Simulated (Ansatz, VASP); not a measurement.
# One calculation of MnSb, two programs

File POSCAR:

```
MnSb
1.0
    0.0000000000      2.7950160000      2.7950160000
    2.7950160000      0.0000000000      2.7950160000
    2.7950160000      2.7950160000      0.0000000000
Mn Sb
1 1
Direct
    0.0000000000      0.0000000000      0.0000000000
    0.5000000000      0.5000000000      0.5000000000
```

Contents of INCAR.step1:

```
SYSTEM = MnSb
  ALGO = Normal
  EDIFF = 1E-4
  ENCUT = 520
  GGA = PE
  ISMEAR = 0
  LASPH = .TRUE.
  LCHARG = .FALSE.
  LREAL = .FALSE.
  LWAVE = .TRUE.
  NBANDS = 16
  NELM = 80
  PREC = Accurate
  SIGMA = 0.1
```

The input INCAR.step2:

```
SYSTEM = MnSb
  ALGO = Normal
  EDIFF = 1E-7
  ENCUT = 520
  ISIF = 2
  ISMEAR = 0
  ISTART = 1
  LASPH = .TRUE.
  LCHARG = .FALSE.
  LMIXTAU = .TRUE.
  LREAL = .FALSE.
  LWAVE = .FALSE.
  METAGGA = R2SCAN
  NBANDS = 16
  NELM = 80
  PREC = Accurate
  SIGMA = 0.1
```

KPOINTS

```
k-points
0
G
  14 14 14
  0 0 0
```

Input for Ansatz:

```yaml
crystal:
  lattice:
    - [0.0, 2.795016, 2.795016]
    - [2.795016, 0.0, 2.795016]
    - [2.795016, 2.795016, 0.0]
  atoms:
    - { symbol: Mn, position: [0.0, 0.0, 0.0] }
    - { symbol: Sb, position: [0.5, 0.5, 0.5] }
basis:
  ecutwfc: 500
kpoints:
  mp_grid: { grid: [14, 14, 14] }
hamiltonian:
  xc: r2scan
scf:
  occupations: { method: gaussian, width: 0.1 }
  lower_state_search: "off"
output:
  forces: true
  stress: true
  eigenvalues: true
```

Alike in both runs: task single point; functional r2SCAN; k mesh 14 × 14 × 14; occupations gaussian, width 0.1 eV; no spin polarisation.

|  | VASP | Ansatz |
| --- | --- | --- |
| version | VASP 6.6.1 | Ansatz 0.2.0 |
| potentials or method | VASP PAW PBE potentials, release 64 (Mn_pv, Sb), cutoff 520 eV | scalar-relativistic, plane waves, PAW |
| valence electrons in the cell | 18 | 30 |

```csv
,VASP,Ansatz,Ansatz less VASP
gap on the k mesh at the Fermi level (eV),none,none,-
pressure (GPa),-15.7,-15.7,0.00
```

VASP's potentials were made for PBE, not for r2SCAN. A gap of «none» marks a metal or a gap that the smearing closes. The functional is the same, so the differences come from potentials, cutoffs and numerics. VASP's potentials hold 18 valence electrons a cell and Ansatz's 30, so a difference there can come from the potentials and not from the codes.

Spin-orbit coupling is off throughout.
